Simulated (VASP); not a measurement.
# Fe (Fm-3m) in VASP: a series of runs, part 2 of 2

VASP 6.6.1. Earlier steps stand in the parts before.

**5. Single point, RPBE (volume scaled by 0.96)**

File INCAR:

```
  PREC = Accurate
  ENCUT = 520
  EDIFF = 1E-6
  ISMEAR = -1
  SIGMA = 0.1
  LREAL = F
  LASPH = T
  NELM = 80
  ALGO = Normal
  ISIF = 2
  LWAVE = F
  LCHARG = F
  GGA = RP
  NBANDS = 10
```

File KPOINTS:

```
regular mesh
0
Gamma
  17 17 17
```

File POSCAR:

```
Fe
1.0
    0.0000000000      1.7143916137      1.7143916137
    1.7143916137      0.0000000000      1.7143916137
    1.7143916137      1.7143916137      0.0000000000
Fe
1
Direct
    0.0000000000      0.0000000000      0.0000000000
```

Potentials or basis: VASP PAW PBE potentials, release 64 (Fe).

The run is started by

```sh
cat potpaw_PBE.64/Fe/POTCAR > POTCAR
mpirun -np 1 vasp_std > vasp.out
```

OUTCAR:

```text
PREC = Accurate
   ENCUT = 520
   EDIFF = 1E-6
   ISMEAR = -1
   LREAL = F
   LASPH = T
   NELM = 80
   ISIF = 2
   GGA = RP

 ion  position               nearest neighbor table
   1  0.000  0.000  0.000-

  LATTYP: Found a face centered cubic cell.
 ALAT       =     3.4287832274

  Lattice vectors:

 A1 = (   0.0000000000,   1.7143916137,   1.7143916137)
 A2 = (   1.7143916137,   0.0000000000,   1.7143916137)
 A3 = (   1.7143916137,   1.7143916137,   0.0000000000)

Analysis of symmetry for initial positions (statically):
=====================================================================
 Subroutine PRICEL returns:
 Original cell was already a primitive cell.

 Routine SETGRP: Setting up the symmetry group for a
 face centered cubic supercell.

 Subroutine GETGRP returns: Found 48 space group operations
 (whereof 48 operations were pure point group operations)
 out of a pool of 48 trial point group operations.

The static configuration has the point symmetry O_h .

Analysis of symmetry for dynamics (positions and initial velocities):
=====================================================================
 Subroutine PRICEL returns:
 Original cell was already a primitive cell.

 Routine SETGRP: Setting up the symmetry group for a
 face centered cubic supercell.

 Subroutine GETGRP returns: Found 48 space group operations
 (whereof 48 operations were pure point group operations)
 out of a pool of 48 trial point group operations.

The dynamic configuration has the point symmetry O_h .

 Subroutine INISYM returns: Found 48 space group operations
 (whereof 48 operations are pure point group operations),
 and found     1 'primitive' translations

----------------------------------------------------------------------------------------

                                     Primitive cell

[... 104 lines left out ...]
   EFERMI_NEDOS =   21; number of points for ismear=-14 and -15
   IALGO  =     38    algorithm
   IMIX   =      4    mixing-type and parameters
     AMIX     =   0.40;   BMIX     =  1.00
     AMIX_MAG =   1.60;   BMIX_MAG =  1.00
  volume/ion in A,a.u.               =      10.08        68.01
  Fermi-wavevector in a.u.,A,eV,Ry     =   1.515833  2.864510 31.262797  2.297751
  Thomas-Fermi vector in A             =   2.625304
   LORBIT       =      0    0 simple, 1 ext, 2 COOP (PROOUT), +10 PAW based schemes
   GGA     = RP    functional components
   LHFCALC =     F    Hartree Fock is set to
   AEXX    =    0.0000 exact exchange contribution
   IVDW    =     0    specifies the selected vdW correction
   LEPSILON=     F    determine dielectric tensor
   LRPA    =     F    only Hartree local field effects (RPA)
 non-spin polarized calculation
  energy-cutoff  :      520.00
  volume of cell :       10.08
 maximum number of plane-waves:       290
 NGX is ok and might be reduce to    18
   NGX =  9   NGY =  9   NGZ =  9

 number of electron       8.0000008 magnetization

 Free energy of the ion-electron system (eV)
  ---------------------------------------------------
  ext. energy  EPLUGINS =         0.00000000
  ---------------------------------------------------
  free energy    TOTEN  =        -7.52451494 eV

  energy without entropy =       -7.46611204  energy(sigma->0) =       -7.49531349

 E-fermi :   7.1049     XC(G=0): -13.7758

 val. band max:        7.0990638446   @ k =   0.2353   0.0000   0.0000
 cond. band min:       7.1051954110   @ k =   0.2941   0.1176   0.0000
 fundamental gap:      0.0061315664
 Fermi energy:         7.1049112211

 k-point     1 :       0.0000    0.0000    0.0000
  band No.  band energies     occupation
      1      -1.8234      2.00000
      2       5.4434      2.00000
      3       5.4434      2.00000
      4       5.4434      2.00000
      5       7.0267      1.37223
      6       7.0267      1.37223
      7      30.5026      0.00000
      8      36.1709      0.00000
      9      36.1709      0.00000
     10      36.1709      0.00000
[... 287 lines left out ...]
 k-point    24 :      -0.1176    0.0588    0.0000
  band No.  band energies     occupation
      1      -0.9058      2.00000
      2       5.1059      2.00000
      3       5.6833      2.00000
      4       5.6877      2.00000
      5       6.7989      1.91045
      6       7.0859      1.09499
      7      28.8025      0.00000
      8      31.2229      0.00000
      9      34.6915      0.00000
     10      36.9090      0.00000

 [... further k-points ...]
[... 5 lines left out ...]
  --------------------------------------------------------------------------------------
  -------------------------------------------------------------------------------------
  Total        0.7080816      0.7080816      0.7080816     -0.0000000      0.0000000     -0.0000000
  in kB      112.5728825    112.5728825    112.5728825     -0.0000000      0.0000000     -0.0000000
  external PRESSURE =     112.5728825 kB  Pullay stress =       0.0000000 kB

 VOLUME and BASIS-vectors are now :
 -----------------------------------------------------------------------------
  energy-cutoff  :      520.00
  volume of cell :       10.08
      direct lattice vectors                 reciprocal lattice vectors
     0.000000000  1.714391614  1.714391614    -0.291648650  0.291648650  0.291648650
     1.714391614  0.000000000  1.714391614     0.291648650 -0.291648650  0.291648650
     1.714391614  1.714391614  0.000000000     0.291648650  0.291648650 -0.291648650

 POSITION                                       TOTAL-FORCE (eV/Angst)
 -----------------------------------------------------------------------------------
      0.00000      0.00000      0.00000         0.000000      0.000000      0.000000
 -----------------------------------------------------------------------------------
    total drift:                               -0.000000     -0.000000      0.000000

  FREE ENERGIE OF THE ION-ELECTRON SYSTEM (eV)
  ---------------------------------------------------
  free  energy   TOTEN  =        -7.5245149421 eV

  energy  without entropy=       -7.4661120351  energy(sigma->0) =       -7.49531349
```

OSZICAR:

```text
N       E                     dE             d eps       ncg     rms          rms(c)
DAV:   1     0.170940126580E+02    0.17094E+02   -0.43839E+03  3504   0.107E+03
DAV:   2    -0.846920735442E+01   -0.25563E+02   -0.24072E+02  3338   0.132E+02
DAV:   3    -0.898568581917E+01   -0.51648E+00   -0.51384E+00  3694   0.236E+01
DAV:   4    -0.898761608133E+01   -0.19303E-02   -0.19299E-02  3524   0.133E+00
DAV:   5    -0.898762893261E+01   -0.12851E-04   -0.12850E-04  3580   0.106E-01    0.120E+01
DAV:   6    -0.762938791643E+01    0.13582E+01   -0.11636E+01  3586   0.535E+01    0.170E+00
DAV:   7    -0.754278219930E+01    0.86606E-01   -0.54115E-01  3636   0.113E+01    0.792E-01
DAV:   8    -0.752861127570E+01    0.14171E-01   -0.87387E-03  4770   0.894E-01    0.322E-01
DAV:   9    -0.752453682596E+01    0.40744E-02   -0.27121E-03  3962   0.331E-01    0.561E-02
DAV:  10    -0.752451696719E+01    0.19859E-04   -0.31132E-05  4316   0.694E-02    0.147E-02
DAV:  11    -0.752451479536E+01    0.21718E-05   -0.11605E-06  2204   0.122E-02    0.106E-03
DAV:  12    -0.752451494208E+01   -0.14672E-06   -0.34817E-08  1728   0.229E-03
   1 F= -.75245149E+01 E0= -.74953135E+01  d E =-.584029E-01
```

It took 29 s on 1 thread of AMD EPYC 7R13, shared host; peak memory 0.1 GiB.

Results:

```
Free energy            : -7.5245 eV
Pressure               : 11.3 GPa
Band gap on the k mesh : zero (band 4 reaches 8.36 eV, above the bottom of band 5 at 6.33 eV)
```

Levels at points of the mesh, in eV from the Fermi level:
| k point | band 2 | band 3 | band 4 | band 5 | band 6 | band 7 |
| --- | --- | --- | --- | --- | --- | --- |
| (0.00, 0.00, 0.00) | -1.66 | -1.66 | -1.66 | -0.08 | -0.08 | 23.40 |

Caveat: the PAW data sets were made with another functional, which shifts forces and pressure a little; the run has no spin polarisation, though such a crystal can be magnetic. Spin polarisation is off, so any magnetic state and its effect on volume and gap are missing.

**6. Single point, RPBE**

File INCAR:

```
PREC = Accurate
ENCUT = 520
EDIFF = 1E-6
ISMEAR = -1
SIGMA = 0.1
LREAL = F
LASPH = T
NELM = 60
ALGO = Normal
ISIF = 2
LWAVE = F
LCHARG = F
GGA = RP
NBANDS = 10
```

File KPOINTS:

```
Automatic mesh
0
Gamma
  17 17 17
```

File POSCAR:

```
Fe
1.0
    0.0000000000      1.7378793490      1.7378793490
    1.7378793490      0.0000000000      1.7378793490
    1.7378793490      1.7378793490      0.0000000000
Fe
1
Direct
    0.0000000000      0.0000000000      0.0000000000
```

Potentials or basis: VASP PAW PBE potentials, release 64 (Fe).

The run is started by

```sh
cat potpaw_PBE.64/Fe/POTCAR > POTCAR
mpirun -np 1 vasp_std > vasp.out
```

OUTCAR:

```text
PREC = Accurate
   ENCUT = 520
   EDIFF = 1E-6
   ISMEAR = -1
   LREAL = F
   LASPH = T
   NELM = 60
   ISIF = 2
   GGA = RP

 ion  position               nearest neighbor table
   1  0.000  0.000  0.000-

  LATTYP: Found a face centered cubic cell.
 ALAT       =     3.4757586980

  Lattice vectors:

 A1 = (   0.0000000000,   1.7378793490,   1.7378793490)
 A2 = (   1.7378793490,   0.0000000000,   1.7378793490)
 A3 = (   1.7378793490,   1.7378793490,   0.0000000000)

Analysis of symmetry for initial positions (statically):
[... 479 lines left out ...]
      2       4.7669      2.00000
      3       5.3104      2.00000
      4       5.3142      2.00000
      5       6.3606      1.89404
      6       6.6296      1.09653
      7      27.8488      0.00000
      8      30.2490      0.00000
      9      33.5991      0.00000
     10      35.7762      0.00000

 [... further k-points ...]
[... 5 lines left out ...]
  --------------------------------------------------------------------------------------
  -------------------------------------------------------------------------------------
  Total       -0.0263410     -0.0263410     -0.0263410     -0.0000000      0.0000000     -0.0000000
  in kB       -4.0202628     -4.0202628     -4.0202628     -0.0000000      0.0000000     -0.0000000
  external PRESSURE =      -4.0202628 kB  Pullay stress =       0.0000000 kB

 VOLUME and BASIS-vectors are now :
 -----------------------------------------------------------------------------
  energy-cutoff  :      520.00
  volume of cell :       10.50
      direct lattice vectors                 reciprocal lattice vectors
     0.000000000  1.737879349  1.737879349    -0.287706969  0.287706969  0.287706969
     1.737879349  0.000000000  1.737879349     0.287706969 -0.287706969  0.287706969
     1.737879349  1.737879349  0.000000000     0.287706969  0.287706969 -0.287706969

 POSITION                                       TOTAL-FORCE (eV/Angst)
 -----------------------------------------------------------------------------------
      0.00000      0.00000      0.00000         0.000000      0.000000     -0.000000
 -----------------------------------------------------------------------------------
    total drift:                                0.000000     -0.000000      0.000000

  FREE ENERGIE OF THE ION-ELECTRON SYSTEM (eV)
  ---------------------------------------------------
  free  energy   TOTEN  =        -7.5381023716 eV

  energy  without entropy=       -7.4763261390  energy(sigma->0) =       -7.50721426
```

stdout:

```text
POSCAR found type information on POSCAR Fe
 POSCAR found :  1 types and       1 ions
 scaLAPACK will be used
 -----------------------------------------------------------------------------
|                                                                             |
|                                                                             |
|     You enforced a specific xc type in the INCAR file but a different       |
|     I HOPE YOU KNOW WHAT YOU ARE DOING!                                     |
|                                                                             |
 -----------------------------------------------------------------------------

 LDA part: xc-table for (Slater+PW92), standard interpolation
 POSCAR, INCAR and KPOINTS ok, starting setup
 FFT: planning ... GRIDC
 FFT: planning ... GRID_SOFT
 FFT: planning ... GRID
 WAVECAR not read
 entering main loop
```

Run time: 33 s. Hardware: 1 thread of AMD EPYC 7R13, shared host; peak memory 0.1 GiB.

What came out:

| Item | Value |
| --- | --- |
| Free energy | -7.5381 eV |
| Pressure | -0.4 GPa |
| Band gap on the k mesh | zero (band 4 reaches 7.83 eV, above the bottom of band 5 at 5.92 eV) |

Caveat: the PAW data sets were made with another functional, which shifts forces and pressure a little; the run has no spin polarisation, though such a crystal can be magnetic.

**7. Summary**

| cell | k mesh | gap on the mesh (eV) | pressure (GPa) |
| --- | --- | --- | --- |
| a = 2.458 Å, angles 60.0°, 1 atom | 15 × 15 × 15 | none | -0.5 |
| a = 2.355 Å, angles 60.0°, 1 atom | 17 × 17 × 17 | none | 44.3 |
| a = 2.390 Å, angles 60.0°, 1 atom | 17 × 17 × 17 | none | 25.9 |
| a = 2.425 Å, angles 60.0°, 1 atom | 17 × 17 × 17 | none | 11.3 |
| a = 2.458 Å, angles 60.0°, 1 atom | 17 × 17 × 17 | none | -0.4 |

Alike in all rows: task single point; level RPBE; potentials or basis VASP PAW PBE potentials, release 64 (Fe); no spin polarisation; cutoff (eV) 520; smearing fermi-dirac 0.1 eV.

Caveats: the PAW data sets were made with another functional, which shifts forces and pressure a little; the run has no spin polarisation, though such a crystal can be magnetic.

Absolute energies hang on the potentials; compare differences alone.
